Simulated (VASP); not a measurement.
# Sn (Im-3m) in VASP: notebook, part 2 of 2

VASP 6.6.1.

## Step 4: Single point, LDA

This run uses another cell than the first one, of 23.60 Å³/atom, 1.138 times its volume.

Contents of INCAR:

```
ALGO = Normal
EDIFF = 1E-7
ENCUT = 520
GGA = CA
ISIF = 2
ISMEAR = 1
LASPH = True
LCHARG = False
LREAL = False
LWAVE = False
NBANDS = 13
NELM = 100
PREC = Accurate
SIGMA = 0.1
```

Contents of KPOINTS:

```
k-points
0
Gamma
  12 12 12
```

Contents of POSCAR:

```
Sn
1.0
   -1.8070327115      1.8070327115      1.8070327115
    1.8070327115     -1.8070327115      1.8070327115
    1.8070327115      1.8070327115     -1.8070327115
Sn
1
Direct
    0.0000000000      0.0000000000      0.0000000000
```

Potentials or basis: VASP PAW LDA potentials, release 64 (Sn_d).

Command:

```
$ cat potpaw_LDA.64/Sn_d/POTCAR > POTCAR
$ mpirun -np 1 vasp_std > vasp.out
```

OUTCAR:

```text
EDIFF = 1E-7
   ENCUT = 520
   GGA = CA
   ISIF = 2
   ISMEAR = 1
   LASPH = True
   LREAL = False
   NELM = 100
   PREC = Accurate

 ion  position               nearest neighbor table
   1  0.000  0.000  0.000-

  LATTYP: Found a body centered cubic cell.
 ALAT       =     3.6140654230

  Lattice vectors:

 A1 = (  -1.8070327115,   1.8070327115,   1.8070327115)
 A2 = (   1.8070327115,  -1.8070327115,   1.8070327115)
 A3 = (   1.8070327115,   1.8070327115,  -1.8070327115)

Analysis of symmetry for initial positions (statically):
=====================================================================
 Subroutine PRICEL returns:
 Original cell was already a primitive cell.

 Routine SETGRP: Setting up the symmetry group for a
 body centered cubic supercell.

 Subroutine GETGRP returns: Found 48 space group operations
 (whereof 48 operations were pure point group operations)
 out of a pool of 48 trial point group operations.

The static configuration has the point symmetry O_h .

Analysis of symmetry for dynamics (positions and initial velocities):
=====================================================================
 Subroutine PRICEL returns:
 Original cell was already a primitive cell.

 Routine SETGRP: Setting up the symmetry group for a
 body centered cubic supercell.

 Subroutine GETGRP returns: Found 48 space group operations
 (whereof 48 operations were pure point group operations)
 out of a pool of 48 trial point group operations.

The dynamic configuration has the point symmetry O_h .

 Subroutine INISYM returns: Found 48 space group operations
 (whereof 48 operations are pure point group operations),
 and found     1 'primitive' translations

----------------------------------------------------------------------------------------

                                     Primitive cell

  volume of cell :      23.6025

  direct lattice vectors                    reciprocal lattice vectors
    -1.807032711  1.807032711  1.807032711     0.000000000  0.276696707  0.276696707
     1.807032711 -1.807032711  1.807032711     0.276696707  0.000000000  0.276696707
     1.807032711  1.807032711 -1.807032711     0.276696707  0.276696707  0.000000000

  length of vectors
     3.129872467  3.129872467  3.129872467     0.391308235  0.391308235  0.391308235

  position of ions in fractional coordinates (direct lattice)
     0.000000000  0.000000000  0.000000000

  ion indices of the primitive-cell ions
   primitive index   ion index
                 1           1

----------------------------------------------------------------------------------------

 KPOINTS: k-points

Automatic generation of k-mesh.
 Grid dimensions read from file:
 generate k-points for:   12   12   12

 Generating k-lattice:

  Cartesian coordinates                     Fractional coordinates (reciprocal lattice)
     0.000000000  0.023058059  0.023058059     0.083333333  0.000000000  0.000000000
     0.023058059  0.000000000  0.023058059     0.000000000  0.083333333  0.000000000
     0.023058059  0.023058059  0.000000000     0.000000000  0.000000000  0.083333333

  Length of vectors
     0.032609020  0.032609020  0.032609020

  Shift w.r.t. Gamma in fractional coordinates (k-lattice)
     0.000000000  0.000000000  0.000000000

 Subroutine IBZKPT returns following result:
 ===========================================

 Found     72 irreducible k-points:

 Following reciprocal coordinates:
            Coordinates               Weight
  0.000000  0.000000  0.000000      1.000000
  0.083333  0.000000  0.000000     12.000000
  0.166667  0.000000  0.000000     12.000000
  0.250000  0.000000  0.000000     12.000000
  0.333333  0.000000  0.000000     12.000000
  0.416667  0.000000  0.000000     12.000000
[... 16 lines left out ...]
  0.333333  0.083333  0.083333     24.000000
  0.416667  0.083333  0.083333     12.000000
 [... further k-points ...]
   k-points           NKPTS =     72   k-points in BZ     NKDIM =     72   number of bands    NBANDS=     13
   number of dos      NEDOS =    301   number of ions     NIONS =      1
   total plane-waves  NPLWV =  13824
   dimension x,y,z NGX =    24 NGY =   24 NGZ =   24
   dimension x,y,z NGXF=    48 NGYF=   48 NGZF=   48
   ions per type =               1
   NGX,Y,Z   is equivalent  to a cutoff of  12.75, 12.75, 12.75 a.u.
   NGXF,Y,Z  is equivalent  to a cutoff of  25.50, 25.50, 25.50 a.u.
 SYSTEM =  unknown system
   PREC   = accura    normal or accurate (medium, high low for compatibility)
   ISTART =      0    job   : 0-new  1-cont  2-samecut
   ICHARG =      2    charge: 1-file 2-atom 10-const
   ISPIN  =      1    spin polarized calculation?
   LNONCOLLINEAR =      F non collinear calculations
   LSORBIT =      F    spin-orbit coupling
   LASPH  =      T    aspherical Exc in radial PAW
   ENCUT  =  520.0 eV  38.22 Ry    6.18 a.u.   5.82  5.82  5.82*2*pi/ulx,y,z
   NELM   =    100;   NELMIN=  2; NELMDL= -5     # of ELM steps
   EDIFF  = 0.1E-06   stopping-criterion for ELM
   LREAL  =      F    real-space projection
   EDIFFG = 0.1E-05   stopping-criterion for IOM
   NSW    =      0    number of steps for IOM
   IBRION =     -1    ionic relax: 0-MD 1-quasi-New 2-CG
   NFREE  =      0    steps in history (QN), initial steepest desc. (CG)
   ISIF   =      2    stress and relaxation
   ISYM   =      2    0-nonsym 1-usesym 2-fastsym
   POTIM  = 0.5000    time-step for ionic-motion
   TEBEG  =    0.0;   TEEND  =   0.0 temperature during run
   PSTRESS=    0.0 pullay stress
   NELECT =      14.0000    total number of electrons
   NUPDOWN=      -1.0000    fix difference up-down
   EMIN   =  10.00;   EMAX   =-10.00  energy-range for DOS
   EFERMI =   0.00;   METHOD = LEGACY
   ISMEAR =     1;   SIGMA  =   0.10  broadening in eV -4-tet -1-fermi 0-gaus
   EFERMI_NEDOS =   21; number of points for ismear=-14 and -15
   IALGO  =     38    algorithm
   IMIX   =      4    mixing-type and parameters
     AMIX     =   0.40;   BMIX     =  1.00
     AMIX_MAG =   1.60;   BMIX_MAG =  1.00
  volume/ion in A,a.u.               =      23.60       159.28
  Fermi-wavevector in a.u.,A,eV,Ry     =   1.375513  2.599343 25.742728  1.892037
  Thomas-Fermi vector in A             =   2.500842
   LORBIT       =      0    0 simple, 1 ext, 2 COOP (PROOUT), +10 PAW based schemes
   GGA     = CA    functional components
   LHFCALC =     F    Hartree Fock is set to
   AEXX    =    0.0000 exact exchange contribution
   IVDW    =     0    specifies the selected vdW correction
   LEPSILON=     F    determine dielectric tensor
   LRPA    =     F    only Hartree local field effects (RPA)
 non-spin polarized calculation
 Methfessel and Paxton  Order N= 1 SIGMA  =   0.10
  energy-cutoff  :      520.00
  volume of cell :       23.60
 maximum number of plane-waves:       682
   NGX = 11   NGY = 11   NGZ = 11

 number of electron      14.0000003 magnetization

 Free energy of the ion-electron system (eV)
  ---------------------------------------------------
  ext. energy  EPLUGINS =         0.00000000
  ---------------------------------------------------
  free energy    TOTEN  =        -4.41923799 eV

  energy without entropy =       -4.41930955  energy(sigma->0) =       -4.41926184

 E-fermi :   9.7509     XC(G=0): -11.2872

 val. band max:        9.7387228351   @ k =   0.2500   0.2500   0.1667
 cond. band min:       9.7589506181   @ k =   0.5000   0.5000   0.3333
 fundamental gap:      0.0202277829
 Fermi energy:         9.7509132592

 k-point     1 :       0.0000    0.0000    0.0000
  band No.  band energies     occupation
      1     -11.9332      2.00000
      2     -11.9332      2.00000
      3     -11.9332      2.00000
      4     -11.7190      2.00000
      5     -11.7190      2.00000
      6      -2.5565      2.00000
      7      18.8698      0.00000
      8      18.8698      0.00000
      9      18.8698      0.00000
     10      22.1217      0.00000
     11      22.1217      0.00000
     12      22.1217      0.00000
     13      23.5621      0.00000
[... 353 lines left out ...]
 k-point    24 :       0.4167    0.0833    0.0833
  band No.  band energies     occupation
      1     -11.9893      2.00000
      2     -11.9015      2.00000
      3     -11.7295      2.00000
      4     -11.7252      2.00000
      5     -11.6277      2.00000
      6       3.2774      2.00000
      7       4.8834      2.00000
      8      11.7190     -0.00000
      9      13.2003      0.00000
     10      21.1400      0.00000
     11      21.3364      0.00000
     12      26.4216      0.00000
     13      26.7813      0.00000

 [... further k-points ...]
[... 5 lines left out ...]
  --------------------------------------------------------------------------------------
  -------------------------------------------------------------------------------------
  Total        0.7377690      0.7377690      0.7377690     -0.0000000     -0.0000000     -0.0000000
  in kB       50.0809984     50.0809984     50.0809984     -0.0000000     -0.0000000     -0.0000000
  external PRESSURE =      50.0809984 kB  Pullay stress =       0.0000000 kB

 VOLUME and BASIS-vectors are now :
 -----------------------------------------------------------------------------
  energy-cutoff  :      520.00
  volume of cell :       23.60
      direct lattice vectors                 reciprocal lattice vectors
    -1.807032711  1.807032711  1.807032711     0.000000000  0.276696707  0.276696707
     1.807032711 -1.807032711  1.807032711     0.276696707  0.000000000  0.276696707
     1.807032711  1.807032711 -1.807032711     0.276696707  0.276696707  0.000000000

 POSITION                                       TOTAL-FORCE (eV/Angst)
 -----------------------------------------------------------------------------------
      0.00000      0.00000      0.00000         0.000000     -0.000000     -0.000000
 -----------------------------------------------------------------------------------
    total drift:                                0.000000      0.000000     -0.000000

  FREE ENERGIE OF THE ION-ELECTRON SYSTEM (eV)
  ---------------------------------------------------
  free  energy   TOTEN  =        -4.4192379911 eV

  energy  without entropy=       -4.4193095505  energy(sigma->0) =       -4.41926184
```

OSZICAR:

```text
N       E                     dE             d eps       ncg     rms          rms(c)
DAV:   1     0.816192196362E+02    0.81619E+02   -0.72193E+03  1958   0.171E+03
DAV:   2     0.123934009177E+01   -0.80380E+02   -0.77619E+02  1992   0.349E+02
DAV:   3    -0.432748561395E+01   -0.55668E+01   -0.55428E+01  2250   0.741E+01
DAV:   4    -0.444047339261E+01   -0.11299E+00   -0.11297E+00  2185   0.110E+01
DAV:   5    -0.444399721608E+01   -0.35238E-02   -0.35238E-02  2499   0.194E+00    0.177E+00
DAV:   6    -0.442652041525E+01    0.17477E-01   -0.13089E-02  2327   0.213E+00    0.967E-01
DAV:   7    -0.441961987661E+01    0.69005E-02   -0.80521E-03  2342   0.154E+00    0.117E-01
DAV:   8    -0.441923702646E+01    0.38285E-03   -0.71377E-04  2310   0.481E-01    0.236E-02
DAV:   9    -0.441923836773E+01   -0.13413E-05   -0.13875E-05  2555   0.488E-02    0.120E-02
DAV:  10    -0.441923798875E+01    0.37898E-06   -0.10243E-06  2280   0.144E-02    0.210E-03
DAV:  11    -0.441923799107E+01   -0.23199E-08   -0.19864E-08  1476   0.154E-03
   1 F= -.44192380E+01 E0= -.44192618E+01  d E =0.715594E-04
```

Wall time 8 s (1 thread of Intel Xeon 6975P-C, shared host); peak memory 0.14 GiB.

What came out:

* Free energy: -4.4192 eV
* Pressure: 5.0 GPa
* Band gap on the k mesh: zero (band 7 reaches 18.87 eV, above the bottom of band 8 at 6.73 eV)

Caveat: spin-orbit coupling is left out, which moves the levels of the heavy elements.

## Step 5: Single point, LDA

This run uses another cell than the first one, of 25.33 Å³/atom, 1.222 times its volume.

Contents of INCAR:

```
SYSTEM = Sn
PREC = Accurate ; ENCUT = 520
EDIFF = 1E-6 ; ISMEAR = 1
SIGMA = 0.1 ; LREAL = .False.
LASPH = .True. ; NELM = 80
ALGO = Normal ; ISIF = 2
LWAVE = .False. ; LCHARG = .False.
NBANDS = 13
```

Contents of KPOINTS:

```
Automatic mesh
0
Gamma
  12 12 12
  0 0 0
```

Contents of POSCAR:

```
Sn
1.0
   -1.8501275533      1.8501275533      1.8501275533
    1.8501275533     -1.8501275533      1.8501275533
    1.8501275533      1.8501275533     -1.8501275533
Sn
1
Direct
    0.0000000000      0.0000000000      0.0000000000
```

Command:

```
$ cat potpaw_LDA.64/Sn_d/POTCAR > POTCAR
$ mpirun -np 1 vasp_std > vasp.out
```

It took 8.5 s on 1 thread of Intel Xeon 6975P-C, shared host; peak memory 0.14 GiB.

Results (log left out):

```yaml
Free_energy: -4.4455 eV
Pressure: 0.1 GPa
Band_gap_on_the_k_mesh: zero (band 7 reaches 17.20 eV, above the bottom of band 8 at 6.03 eV)
```

Levels at points of the mesh, in eV from the Fermi level:
| k point | band 3 | band 4 | band 5 | band 6 | band 7 | band 8 | band 9 | band 10 | band 11 | band 12 |
| --- | --- | --- | --- | --- | --- | --- | --- | --- | --- | --- |
| (0.00, 0.00, 0.00) | -21.60 | -21.42 | -21.42 | -11.72 | 8.41 | 8.41 | 8.41 | 12.26 | 12.26 | 12.26 |
| (0.50, 0.00, 0.00) | -21.43 | -21.43 | -21.32 | -6.64 | -4.85 | 3.69 | 5.57 | 8.36 | 8.52 | 15.51 |
| (0.50, 0.50, 0.50) | -21.34 | -21.34 | -21.34 | -2.28 | -0.66 | -0.66 | -0.66 | 3.86 | 3.86 | 18.49 |

Caveat: spin-orbit coupling is left out, which moves the levels of the heavy elements.

## Step 6: Overview

| cell | gap on the mesh (eV) | pressure (GPa) |
| --- | --- | --- |
| a = 2.998 Å, angles 109.5°, 1 atom | none | 20.2 |
| a = 3.077 Å, angles 109.5°, 1 atom | none | 10.1 |
| a = 3.130 Å, angles 109.5°, 1 atom | none | 5.0 |
| a = 3.205 Å, angles 109.5°, 1 atom | none | 0.1 |

Alike in all rows: task single point; level LDA; potentials or basis VASP PAW LDA potentials, release 64 (Sn_d); no spin polarisation; k mesh 12 × 12 × 12; cutoff (eV) 520; smearing methfessel-paxton 0.1 eV.

Caveats: spin-orbit coupling is left out, which moves the levels of the heavy elements.

Absolute energies hang on the potentials; compare differences alone.
